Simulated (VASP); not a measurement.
# Ta (Im-3m) in VASP: notebook

Runs on Ta. Level: PBE. Tasks: single point.

Everything below comes from runs of VASP 6.6.1. Logs are shortened: lines on timing, memory, paths and dates and some standing lists are left out, and cuts for length are marked.

## Step 1: The cell of the first run

Symmetry: Im-3m, No. 229, cubic system. The conventional cell has a = 3.242 Å, b = 3.242 Å, c = 3.242 Å, α = 90.00°, β = 90.00°, γ = 90.00°. Ta (site symmetry m-3m) has 14 Ta at 2.81 to 3.24 Å within 3.7 Å.

## Step 2: Single point, PBE (strained)

INCAR reads:

```
SYSTEM = Ta
PREC     = Accurate       ! precision mode
ENCUT    = 520            ! plane-wave cutoff, eV
EDIFF    = 1E-6           ! SCF threshold, eV
ISMEAR   = 0              ! smearing method
SIGMA    = 0.1            ! smearing width, eV
LREAL    = .False.        ! projectors in reciprocal space
LASPH    = .True.         ! aspherical terms in the spheres
NELM     = 80             ! most SCF steps
ALGO     = Normal         ! electronic algorithm
ISIF     = 2              ! what is computed and relaxed
LWAVE    = .False.        ! write WAVECAR
LCHARG   = .False.        ! write CHGCAR
GGA      = PE             ! functional
NBANDS   = 12             ! bands
```

KPOINTS reads:

```
Automatic mesh
0
Gamma
  18 18 18
  0 0 0
```

POSCAR reads:

```
Ta
1.0
   -1.6207808584      1.6207808584      1.6207808584
    1.6207808584     -1.6207808584      1.6207808584
    1.6207808584      1.6207808584     -1.6207808584
Ta
1
Direct
    0.0000000000      0.0000000000      0.0000000000
```

Potentials or basis: VASP PAW PBE potentials, release 64 (Ta_pv).

Launch:

```sh
$ cat potpaw_PBE.64/Ta_pv/POTCAR > POTCAR
$ mpirun -np 1 vasp_std > vasp.out
```

OUTCAR:

```text
SYSTEM = Ta
   PREC = Accurate
   ENCUT = 520
   EDIFF = 1E-6
   ISMEAR = 0
   LREAL = .False.
   LASPH = .True.
   NELM = 80
   ISIF = 2
   GGA = PE

 ion  position               nearest neighbor table
   1  0.000  0.000  0.000-

  LATTYP: Found a body centered cubic cell.
 ALAT       =     3.2415617168

  Lattice vectors:

 A1 = (  -1.6207808584,   1.6207808584,   1.6207808584)
 A2 = (   1.6207808584,  -1.6207808584,   1.6207808584)
 A3 = (   1.6207808584,   1.6207808584,  -1.6207808584)

Analysis of symmetry for initial positions (statically):
=====================================================================
 Subroutine PRICEL returns:
 Original cell was already a primitive cell.

 Routine SETGRP: Setting up the symmetry group for a
 body centered cubic supercell.

 Subroutine GETGRP returns: Found 48 space group operations
 (whereof 48 operations were pure point group operations)
 out of a pool of 48 trial point group operations.

The static configuration has the point symmetry O_h .

Analysis of symmetry for dynamics (positions and initial velocities):
=====================================================================
 Subroutine PRICEL returns:
 Original cell was already a primitive cell.

 Routine SETGRP: Setting up the symmetry group for a
 body centered cubic supercell.

 Subroutine GETGRP returns: Found 48 space group operations
 (whereof 48 operations were pure point group operations)
 out of a pool of 48 trial point group operations.

The dynamic configuration has the point symmetry O_h .

 Subroutine INISYM returns: Found 48 space group operations
 (whereof 48 operations are pure point group operations),
 and found     1 'primitive' translations

----------------------------------------------------------------------------------------

                                     Primitive cell

  volume of cell :      17.0307

  direct lattice vectors                    reciprocal lattice vectors
    -1.620780858  1.620780858  1.620780858     0.000000000  0.308493278  0.308493278
     1.620780858 -1.620780858  1.620780858     0.308493278  0.000000000  0.308493278
     1.620780858  1.620780858 -1.620780858     0.308493278  0.308493278  0.000000000

  length of vectors
     2.807274795  2.807274795  2.807274795     0.436275378  0.436275378  0.436275378

  position of ions in fractional coordinates (direct lattice)
     0.000000000  0.000000000  0.000000000

  ion indices of the primitive-cell ions
   primitive index   ion index
                 1           1

----------------------------------------------------------------------------------------

 KPOINTS: Automatic mesh

Automatic generation of k-mesh.
 Grid dimensions read from file:
 generate k-points for:   18   18   18

 Generating k-lattice:

  Cartesian coordinates                     Fractional coordinates (reciprocal lattice)
     0.000000000  0.017138515  0.017138515     0.055555556  0.000000000  0.000000000
     0.017138515  0.000000000  0.017138515     0.000000000  0.055555556  0.000000000
     0.017138515  0.017138515  0.000000000     0.000000000  0.000000000  0.055555556

  Length of vectors
     0.024237521  0.024237521  0.024237521

  Shift w.r.t. Gamma in fractional coordinates (k-lattice)
     0.000000000  0.000000000  0.000000000

 Subroutine IBZKPT returns following result:
 ===========================================

 Found    195 irreducible k-points:

 Following reciprocal coordinates:
            Coordinates               Weight
  0.000000  0.000000  0.000000      1.000000
  0.055556  0.000000  0.000000     12.000000
  0.111111  0.000000  0.000000     12.000000
  0.166667  0.000000  0.000000     12.000000
  0.222222  0.000000  0.000000     12.000000
  0.277778  0.000000  0.000000     12.000000
[... 16 lines left out ...]
  0.333333  0.111111 -0.000000     48.000000
  0.388889  0.111111  0.000000     48.000000
 [... further k-points ...]
   k-points           NKPTS =    195   k-points in BZ     NKDIM =    195   number of bands    NBANDS=     12
   number of dos      NEDOS =    301   number of ions     NIONS =      1
   total plane-waves  NPLWV =  13824
   dimension x,y,z NGX =    24 NGY =   24 NGZ =   24
   dimension x,y,z NGXF=    48 NGYF=   48 NGZF=   48
   ions per type =               1
   NGX,Y,Z   is equivalent  to a cutoff of  14.21, 14.21, 14.21 a.u.
   NGXF,Y,Z  is equivalent  to a cutoff of  28.43, 28.43, 28.43 a.u.
 SYSTEM =  Ta
   PREC   = accura    normal or accurate (medium, high low for compatibility)
   ISTART =      0    job   : 0-new  1-cont  2-samecut
   ICHARG =      2    charge: 1-file 2-atom 10-const
   ISPIN  =      1    spin polarized calculation?
   LNONCOLLINEAR =      F non collinear calculations
   LSORBIT =      F    spin-orbit coupling
   LASPH  =      T    aspherical Exc in radial PAW
   ENCUT  =  520.0 eV  38.22 Ry    6.18 a.u.   5.22  5.22  5.22*2*pi/ulx,y,z
   NELM   =     80;   NELMIN=  2; NELMDL= -5     # of ELM steps
   EDIFF  = 0.1E-05   stopping-criterion for ELM
   LREAL  =      F    real-space projection
   EDIFFG = 0.1E-04   stopping-criterion for IOM
   NSW    =      0    number of steps for IOM
   IBRION =     -1    ionic relax: 0-MD 1-quasi-New 2-CG
   NFREE  =      0    steps in history (QN), initial steepest desc. (CG)
   ISIF   =      2    stress and relaxation
   ISYM   =      2    0-nonsym 1-usesym 2-fastsym
   POTIM  = 0.5000    time-step for ionic-motion
   TEBEG  =    0.0;   TEEND  =   0.0 temperature during run
   PSTRESS=    0.0 pullay stress
   NELECT =      11.0000    total number of electrons
   NUPDOWN=      -1.0000    fix difference up-down
   EMIN   =  10.00;   EMAX   =-10.00  energy-range for DOS
   EFERMI =   0.00;   METHOD = LEGACY
   ISMEAR =     0;   SIGMA  =   0.10  broadening in eV -4-tet -1-fermi 0-gaus
   EFERMI_NEDOS =   21; number of points for ismear=-14 and -15
   IALGO  =     38    algorithm
   IMIX   =      4    mixing-type and parameters
     AMIX     =   0.40;   BMIX     =  1.00
     AMIX_MAG =   1.60;   BMIX_MAG =  1.00
  volume/ion in A,a.u.               =      17.03       114.93
  Fermi-wavevector in a.u.,A,eV,Ry     =   1.415125  2.674198 27.246733  2.002578
  Thomas-Fermi vector in A             =   2.536596
   LORBIT       =      0    0 simple, 1 ext, 2 COOP (PROOUT), +10 PAW based schemes
   GGA     = PE    functional components
   LHFCALC =     F    Hartree Fock is set to
   AEXX    =    0.0000 exact exchange contribution
   IVDW    =     0    specifies the selected vdW correction
   LEPSILON=     F    determine dielectric tensor
   LRPA    =     F    only Hartree local field effects (RPA)
 non-spin polarized calculation
 Gauss-broadening in eV      SIGMA  =   0.10
  energy-cutoff  :      520.00
  volume of cell :       17.03
 maximum number of plane-waves:       470
 NGX is ok and might be reduce to    24
   NGX = 11   NGY = 11   NGZ = 11

 number of electron      10.9999999 magnetization

 Free energy of the ion-electron system (eV)
  ---------------------------------------------------
  ext. energy  EPLUGINS =         0.00000000
  ---------------------------------------------------
  free energy    TOTEN  =       -11.75716772 eV

  energy without entropy =      -11.75161537  energy(sigma->0) =      -11.75439155

 E-fermi :   5.9567     XC(G=0): -12.9066

 val. band max:        5.9504316136   @ k =  -0.2778   0.3889   0.1111
 cond. band min:       5.9606755921   @ k =  -0.2222   0.2222   0.0556
 fundamental gap:      0.0102439785
 Fermi energy:         5.9566761476

 k-point     1 :       0.0000    0.0000    0.0000
  band No.  band energies     occupation
      1     -26.8929      2.00000
      2     -26.8929      2.00000
      3     -26.8929      2.00000
      4      -2.1781      2.00000
      5       6.6829      0.00000
      6       6.6829      0.00000
      7       6.6829      0.00000
      8      10.1582      0.00000
      9      10.1582      0.00000
     10      20.8452      0.00000
     11      21.2254      0.00000
     12      21.2254      0.00000

 k-point     2 :       0.0556    0.0000    0.0000
  band No.  band energies     occupation
      1     -26.9398      2.00000
      2     -26.9070      2.00000
      3     -26.8932      2.00000
      4      -2.0293      2.00000
      5       6.5844      0.00000
      6       6.6554      0.00000
      7       6.8287      0.00000
      8       9.9924      0.00000
      9      10.1573      0.00000
     10      20.8454      0.00000
     11      21.3637      0.00000
     12      21.4841      0.00000

 k-point     3 :       0.1111    0.0000    0.0000
  band No.  band energies     occupation
      1     -27.0730      2.00000
      2     -26.9475      2.00000
      3     -26.8941      2.00000
      4      -1.6000      2.00000
      5       6.3138      0.00000
      6       6.5386      0.00000
      7       7.2614      0.00000
      8       9.6503      0.00000
      9      10.1637      0.00000
     10      20.8449      0.00000
     11      21.7173      0.00000
     12      22.2333      0.00000
[... 286 lines left out ...]
 k-point    23 :       0.3333    0.1111   -0.0000
  band No.  band energies     occupation
      1     -28.1192      2.00000
      2     -27.3362      2.00000
      3     -26.9639      2.00000
      4       1.7226      2.00000
      5       4.5170      2.00000
      6       6.1257      0.01680
      7       9.8476      0.00000
      8      11.1236      0.00000
      9      13.3232      0.00000
     10      19.1161      0.00000
     11      20.2827      0.00000
     12      20.8692      0.00000

 k-point    24 :       0.3889    0.1111    0.0000
  band No.  band energies     occupation
      1     -28.2142      2.00000
      2     -27.3831      2.00000
      3     -26.9658      2.00000
      4       1.7498      2.00000
      5       4.3746      2.00000
      6       6.7768      0.00000
      7       9.9274      0.00000
      8      11.3337      0.00000
      9      14.4061      0.00000
     10      18.2770      0.00000
     11      19.3670      0.00000
     12      20.8572      0.00000

 [... further k-points ...]
[... 5 lines left out ...]
  --------------------------------------------------------------------------------------
  -------------------------------------------------------------------------------------
  Total        1.6882585      1.6882585      1.6882585      0.0000000      0.0000000     -0.0000000
  in kB      158.8241875    158.8241875    158.8241875      0.0000000      0.0000000     -0.0000000
  external PRESSURE =     158.8241875 kB  Pullay stress =       0.0000000 kB

 VOLUME and BASIS-vectors are now :
 -----------------------------------------------------------------------------
  energy-cutoff  :      520.00
  volume of cell :       17.03
      direct lattice vectors                 reciprocal lattice vectors
    -1.620780858  1.620780858  1.620780858     0.000000000  0.308493278  0.308493278
     1.620780858 -1.620780858  1.620780858     0.308493278  0.000000000  0.308493278
     1.620780858  1.620780858 -1.620780858     0.308493278  0.308493278  0.000000000

 POSITION                                       TOTAL-FORCE (eV/Angst)
 -----------------------------------------------------------------------------------
      0.00000      0.00000      0.00000         0.000000      0.000000      0.000000
 -----------------------------------------------------------------------------------
    total drift:                                0.000000      0.000000      0.000000

  FREE ENERGIE OF THE ION-ELECTRON SYSTEM (eV)
  ---------------------------------------------------
  free  energy   TOTEN  =       -11.7571677212 eV

  energy  without entropy=      -11.7516153747  energy(sigma->0) =      -11.75439155
```

It took 11 s on 1 thread of Intel Xeon 6975P-C (Granite Rapids), shared host; peak memory 0.17 GiB.

What came out:

- Free energy: -11.7572 eV
- Pressure: 15.9 GPa

Caveat: the cell differs from its parent crystal (strained); spin-orbit coupling is left out, which moves the levels of the heavy elements.

## Step 3: Single point, PBE (volume scaled by 0.94)

INCAR reads:

```
SYSTEM = Ta
  PREC = Accurate
  ENCUT = 520
  EDIFF = 1E-7
  ISMEAR = 0
  SIGMA = 0.1
  LREAL = .FALSE.
  LASPH = .TRUE.
  NELM = 60
  ALGO = Fast
  ISIF = 2
  LWAVE = .FALSE.
  LCHARG = .FALSE.
  GGA = PE
  NBANDS = 12
```

KPOINTS reads:

```
regular mesh
0
G
  18 18 18
  0 0 0
```

POSCAR reads:

```
Ta
1.0
   -1.6255201146      1.6255201146      1.6255201146
    1.6255201146     -1.6255201146      1.6255201146
    1.6255201146      1.6255201146     -1.6255201146
Ta
1
Direct
    0.0000000000      0.0000000000      0.0000000000
```

Potentials or basis: VASP PAW PBE potentials, release 64 (Ta_pv).

Launch:

```sh
$ cat potpaw_PBE.64/Ta_pv/POTCAR > POTCAR
$ mpirun -np 1 vasp_std > vasp.out
```

Wall time 59 s (1 thread of AMD EPYC 7R43 (Zen 3), shared host); peak memory 0.14 GiB.

The run converged. Its results:

```yaml
Free_energy: -11.7710 eV
Pressure: 13.7 GPa
```

Levels at points of the mesh, in eV from the Fermi level:
| k point | band 2 | band 3 | band 4 | band 5 | band 6 | band 7 | band 8 | band 9 |
| --- | --- | --- | --- | --- | --- | --- | --- | --- |
| (0.00, 0.00, 0.00) | -32.89 | -32.89 | -8.10 | 0.72 | 0.72 | 0.72 | 4.17 | 4.17 |
| (0.50, 0.00, 0.00) | -33.33 | -32.90 | -4.60 | -1.69 | 1.81 | 4.08 | 5.17 | 8.27 |
| (0.50, 0.50, 0.50) | -33.84 | -33.84 | -4.10 | -4.10 | 7.22 | 7.22 | 7.22 | 9.09 |

Caveat: spin-orbit coupling is left out, which moves the levels of the heavy elements.

[end of part 1 of 2]
